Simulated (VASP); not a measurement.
# Zn (Im-3m) in VASP: settings compared

Aim: see how the results for Zn move with the level of theory and the settings. Levels: PBEsol+D3(BJ), PBEsol+D4. Tasks: single point, relaxation of cell and atoms.

Everything below comes from runs of VASP 6.6.1. Logs are shortened: lines on timing, memory, paths and dates and some standing lists are left out, and cuts for length are marked.

### 1 The cell of the first run

It takes space group Im-3m (No. 229, cubic). The conventional cell has a = 3.005 Å, b = 3.005 Å, c = 3.005 Å, α = 90.00°, β = 90.00°, γ = 90.00°. Zn (site symmetry m-3m) has 14 Zn at 2.60 to 3.00 Å within 3.4 Å.

### 2 Single point, PBEsol+D3(BJ)

Contents of INCAR:

```
SYSTEM = Zn
PREC     = Accurate       ! precision mode
ENCUT    = 520            ! plane-wave cutoff, eV
EDIFF    = 1E-7           ! SCF threshold, eV
ISMEAR   = -1             ! smearing method
SIGMA    = 0.05           ! smearing width, eV
LREAL    = .FALSE.        ! projectors in reciprocal space
LASPH    = .TRUE.         ! aspherical terms in the spheres
NELM     = 60             ! most SCF steps
ALGO     = Fast           ! electronic algorithm
ISIF     = 2              ! what is computed and relaxed
LWAVE    = .FALSE.        ! write WAVECAR
LCHARG   = .FALSE.        ! write CHGCAR
GGA      = PS             ! functional
IVDW     = 12             ! dispersion correction
NBANDS   = 12             ! bands
```

Contents of KPOINTS:

```
Automatic mesh
0
G
  12 12 12
  0 0 0
```

Contents of POSCAR:

```
Zn
1.0
   -1.5023778734      1.5023778734      1.5023778734
    1.5023778734     -1.5023778734      1.5023778734
    1.5023778734      1.5023778734     -1.5023778734
Zn
1
Direct
    0.0000000000      0.0000000000      0.0000000000
```

Potentials or basis: VASP PAW PBE potentials, release 64 (Zn).

Started as:

```sh
$ cat potpaw_PBE.64/Zn/POTCAR > POTCAR
$ mpirun -np 1 vasp_std > vasp.out
```

OUTCAR:

```text
SYSTEM = Zn
   PREC = Accurate
   ENCUT = 520
   EDIFF = 1E-7
   ISMEAR = -1
   LREAL = .FALSE.
   LASPH = .TRUE.
   NELM = 60
   ISIF = 2
   GGA = PS
   IVDW = 12
 IVDW          = 12

 ion  position               nearest neighbor table
   1  0.000  0.000  0.000-

  LATTYP: Found a body centered cubic cell.
 ALAT       =     3.0047557468

  Lattice vectors:

 A1 = (  -1.5023778734,   1.5023778734,   1.5023778734)
 A2 = (   1.5023778734,  -1.5023778734,   1.5023778734)
 A3 = (   1.5023778734,   1.5023778734,  -1.5023778734)

Analysis of symmetry for initial positions (statically):
=====================================================================
 Subroutine PRICEL returns:
 Original cell was already a primitive cell.

 Routine SETGRP: Setting up the symmetry group for a
 body centered cubic supercell.

 Subroutine GETGRP returns: Found 48 space group operations
 (whereof 48 operations were pure point group operations)
 out of a pool of 48 trial point group operations.

The static configuration has the point symmetry O_h .

Analysis of symmetry for dynamics (positions and initial velocities):
=====================================================================
 Subroutine PRICEL returns:
 Original cell was already a primitive cell.

 Routine SETGRP: Setting up the symmetry group for a
 body centered cubic supercell.

 Subroutine GETGRP returns: Found 48 space group operations
 (whereof 48 operations were pure point group operations)
 out of a pool of 48 trial point group operations.

The dynamic configuration has the point symmetry O_h .

 Subroutine INISYM returns: Found 48 space group operations
 (whereof 48 operations are pure point group operations),
 and found     1 'primitive' translations

----------------------------------------------------------------------------------------

                                     Primitive cell

  volume of cell :      13.5643

  direct lattice vectors                    reciprocal lattice vectors
    -1.502377873  1.502377873  1.502377873     0.000000000  0.332805753  0.332805753
     1.502377873 -1.502377873  1.502377873     0.332805753  0.000000000  0.332805753
     1.502377873  1.502377873 -1.502377873     0.332805753  0.332805753  0.000000000

  length of vectors
     2.602194809  2.602194809  2.602194809     0.470658410  0.470658410  0.470658410

  position of ions in fractional coordinates (direct lattice)
     0.000000000  0.000000000  0.000000000

  ion indices of the primitive-cell ions
   primitive index   ion index
                 1           1

----------------------------------------------------------------------------------------

 KPOINTS: Automatic mesh

Automatic generation of k-mesh.
 Grid dimensions read from file:
 generate k-points for:   12   12   12

 Generating k-lattice:

  Cartesian coordinates                     Fractional coordinates (reciprocal lattice)
     0.000000000  0.027733813  0.027733813     0.083333333  0.000000000  0.000000000
     0.027733813  0.000000000  0.027733813     0.000000000  0.083333333  0.000000000
     0.027733813  0.027733813  0.000000000     0.000000000  0.000000000  0.083333333

  Length of vectors
     0.039221534  0.039221534  0.039221534

  Shift w.r.t. Gamma in fractional coordinates (k-lattice)
     0.000000000  0.000000000  0.000000000

 Subroutine IBZKPT returns following result:
 ===========================================

 Found     72 irreducible k-points:

 Following reciprocal coordinates:
            Coordinates               Weight
  0.000000  0.000000  0.000000      1.000000
  0.083333  0.000000  0.000000     12.000000
  0.166667  0.000000  0.000000     12.000000
  0.250000  0.000000  0.000000     12.000000
  0.333333  0.000000  0.000000     12.000000
  0.416667  0.000000  0.000000     12.000000
[... 16 lines left out ...]
  0.333333  0.083333  0.083333     24.000000
  0.416667  0.083333  0.083333     12.000000
 [... further k-points ...]
   k-points           NKPTS =     72   k-points in BZ     NKDIM =     72   number of bands    NBANDS=     12
   number of dos      NEDOS =    301   number of ions     NIONS =      1
   total plane-waves  NPLWV =   8000
   dimension x,y,z NGX =    20 NGY =   20 NGZ =   20
   dimension x,y,z NGXF=    40 NGYF=   40 NGZF=   40
   ions per type =               1
   NGX,Y,Z   is equivalent  to a cutoff of  12.78, 12.78, 12.78 a.u.
   NGXF,Y,Z  is equivalent  to a cutoff of  25.55, 25.55, 25.55 a.u.
 SYSTEM =  Zn
   PREC   = accura    normal or accurate (medium, high low for compatibility)
   ISTART =      0    job   : 0-new  1-cont  2-samecut
   ICHARG =      2    charge: 1-file 2-atom 10-const
   ISPIN  =      1    spin polarized calculation?
   LNONCOLLINEAR =      F non collinear calculations
   LSORBIT =      F    spin-orbit coupling
   LASPH  =      T    aspherical Exc in radial PAW
   ENCUT  =  520.0 eV  38.22 Ry    6.18 a.u.   4.84  4.84  4.84*2*pi/ulx,y,z
   NELM   =     60;   NELMIN=  2; NELMDL= -5     # of ELM steps
   EDIFF  = 0.1E-06   stopping-criterion for ELM
   LREAL  =      F    real-space projection
   EDIFFG = 0.1E-05   stopping-criterion for IOM
   NSW    =      0    number of steps for IOM
   IBRION =     -1    ionic relax: 0-MD 1-quasi-New 2-CG
   NFREE  =      0    steps in history (QN), initial steepest desc. (CG)
   ISIF   =      2    stress and relaxation
   ISYM   =      2    0-nonsym 1-usesym 2-fastsym
   POTIM  = 0.5000    time-step for ionic-motion
   TEBEG  =    0.0;   TEEND  =   0.0 temperature during run
   PSTRESS=    0.0 pullay stress
   NELECT =      12.0000    total number of electrons
   NUPDOWN=      -1.0000    fix difference up-down
   EMIN   =  10.00;   EMAX   =-10.00  energy-range for DOS
   EFERMI =   0.00;   METHOD = LEGACY
   ISMEAR =    -1;   SIGMA  =   0.05  broadening in eV -4-tet -1-fermi 0-gaus
   EFERMI_NEDOS =   21; number of points for ismear=-14 and -15
   IALGO  =     68    algorithm
   IMIX   =      4    mixing-type and parameters
     AMIX     =   0.40;   BMIX     =  1.00
     AMIX_MAG =   1.60;   BMIX_MAG =  1.00
  volume/ion in A,a.u.               =      13.56        91.54
  Fermi-wavevector in a.u.,A,eV,Ry     =   1.571578  2.969853 33.604470  2.469859
  Thomas-Fermi vector in A             =   2.673141
   LORBIT       =      0    0 simple, 1 ext, 2 COOP (PROOUT), +10 PAW based schemes
   GGA     = PS    functional components
   LHFCALC =     F    Hartree Fock is set to
   AEXX    =    0.0000 exact exchange contribution
   IVDW    =    12    specifies the selected vdW correction
   LEPSILON=     F    determine dielectric tensor
   LRPA    =     F    only Hartree local field effects (RPA)
 non-spin polarized calculation
 RMM-DIIS sequential band-by-band and
  energy-cutoff  :      520.00
  volume of cell :       13.56
 maximum number of plane-waves:       377
   NGX =  9   NGY =  9   NGZ =  9

 number of electron      11.9999993 magnetization

 Free energy of the ion-electron system (eV)
  ---------------------------------------------------
  ext. energy  EPLUGINS =         0.00000000
  ---------------------------------------------------
  free energy    TOTEN  =        -1.47607643 eV

  energy without entropy =       -1.47290218  energy(sigma->0) =       -1.47448930

 E-fermi :   4.0112     XC(G=0): -12.3301

 val. band max:        3.7807301252   @ k =   0.3333   0.2500   0.0833
 cond. band min:       4.0227474245   @ k =   0.4167   0.0833   0.0000
 fundamental gap:      0.2420172992
 Fermi energy:         4.0112184184

 k-point     1 :       0.0000    0.0000    0.0000
  band No.  band energies     occupation
      1      -7.5518      2.00000
      2      -4.2264      2.00000
      3      -4.2264      2.00000
      4      -4.2264      2.00000
      5      -3.5959      2.00000
      6      -3.5959      2.00000
      7      25.0997      0.00000
      8      25.0997      0.00000
      9      25.0997      0.00000
     10      25.7930      0.00000
     11      25.7930      0.00000
     12      25.7930      0.00000

 k-point     2 :       0.0833    0.0000    0.0000
  band No.  band energies     occupation
      1      -7.3124      2.00000
      2      -4.2529      2.00000
      3      -4.2217      2.00000
      4      -4.1624      2.00000
      5      -3.6204      2.00000
      6      -3.5942      2.00000
      7      21.6123      0.00000
      8      23.3767      0.00000
      9      23.6912      0.00000
     10      24.5407      0.00000
     11      24.8698      0.00000
     12      25.8339      0.00000

 k-point     3 :       0.1667    0.0000    0.0000
  band No.  band energies     occupation
      1      -6.6222      2.00000
      2      -4.3248      2.00000
      3      -4.1987      2.00000
      4      -3.9833      2.00000
      5      -3.6671      2.00000
      6      -3.5885      2.00000
      7      17.0074      0.00000
      8      21.0682      0.00000
      9      21.5898      0.00000
     10      22.9960      0.00000
     11      23.9373      0.00000
     12      26.6442      0.00000
[... 286 lines left out ...]
 k-point    23 :       0.3333    0.0833    0.0833
  band No.  band energies     occupation
      1      -4.9024      2.00000
      2      -4.5922      2.00000
      3      -3.6224      2.00000
      4      -3.6138      2.00000
      5      -3.5535      2.00000
      6      -0.2883      2.00000
      7       5.7275      0.00000
      8      13.5712      0.00000
      9      14.0057      0.00000
     10      24.9825      0.00000
     11      26.2164      0.00000
     12      32.7035      0.00000

 k-point    24 :       0.4167    0.0833    0.0833
  band No.  band energies     occupation
      1      -4.9280      2.00000
      2      -4.6144      2.00000
      3      -3.6067      2.00000
      4      -3.5483      2.00000
      5      -3.5066      2.00000
      6       1.5043      2.00000
      7       3.4382      1.99998
      8      13.2962      0.00000
      9      13.7737      0.00000
     10      24.7798      0.00000
     11      26.0877      0.00000
     12      34.0656      0.00000

 [... further k-points ...]

------------------------ aborting loop because EDIFF is reached ----------------------------------------

 Edisp (eV)   -0.40357

 E8    (eV) :    -0.2607

  FORCE on cell =-STRESS in cart. coord.  units (eV):
  Direction    XX          YY          ZZ          XY          YZ          ZX
  --------------------------------------------------------------------------------------
  -------------------------------------------------------------------------------------
  Total       0.04704     0.04704     0.04704     0.00000    -0.00000     0.00000
  in kB       5.55582     5.55582     5.55582     0.00000    -0.00000     0.00000
  external pressure =        5.56 kB  Pullay stress =        0.00 kB

 VOLUME and BASIS-vectors are now :
 -----------------------------------------------------------------------------
  energy-cutoff  :      520.00
  volume of cell :       13.56
      direct lattice vectors                 reciprocal lattice vectors
    -1.502377873  1.502377873  1.502377873     0.000000000  0.332805753  0.332805753
     1.502377873 -1.502377873  1.502377873     0.332805753  0.000000000  0.332805753
     1.502377873  1.502377873 -1.502377873     0.332805753  0.332805753  0.000000000

 POSITION                                       TOTAL-FORCE (eV/Angst)
 -----------------------------------------------------------------------------------
      0.00000      0.00000      0.00000         0.000000     -0.000000      0.000000
 -----------------------------------------------------------------------------------
    total drift:                                0.000000     -0.000000      0.000000

  FREE ENERGIE OF THE ION-ELECTRON SYSTEM (eV)
  ---------------------------------------------------
  free  energy   TOTEN  =        -1.8796508004 eV

  energy  without entropy=       -1.8764765520  energy(sigma->0) =       -1.87806368
```

It took 6.6 s on 1 thread of Intel Xeon Platinum 8488C (Sapphire Rapids), shared host; peak memory 0.14 GiB.

What came out:

- Free energy: -1.8797 eV
- Pressure: 0.6 GPa
- Band gap on the k mesh: zero (band 6 reaches 8.29 eV, above the bottom of band 7 at 3.16 eV)
- Dispersion energy per atom: -0.404 eV

Levels at points of the mesh, in eV from the Fermi level:
| k point | band 2 | band 3 | band 4 | band 5 | band 6 | band 7 | band 8 | band 9 | band 10 | band 11 |
| --- | --- | --- | --- | --- | --- | --- | --- | --- | --- | --- |
| (0.00, 0.00, 0.00) | -8.24 | -8.24 | -8.24 | -7.61 | -7.61 | 21.09 | 21.09 | 21.09 | 21.78 | 21.78 |
| (0.50, 0.00, 0.00) | -8.63 | -7.64 | -7.56 | -7.19 | -3.33 | -0.85 | 12.26 | 13.45 | 16.28 | 18.26 |
| (0.50, 0.50, 0.50) | -8.97 | -7.29 | -7.29 | -7.29 | 4.28 | 4.28 | 4.28 | 8.95 | 8.96 | 8.96 |

Caveat: the PAW data sets were made with another functional, which shifts forces and pressure a little; pairwise dispersion overbinds metals, which lowers pressure and volume.

(Continued in part 2 of 2.)
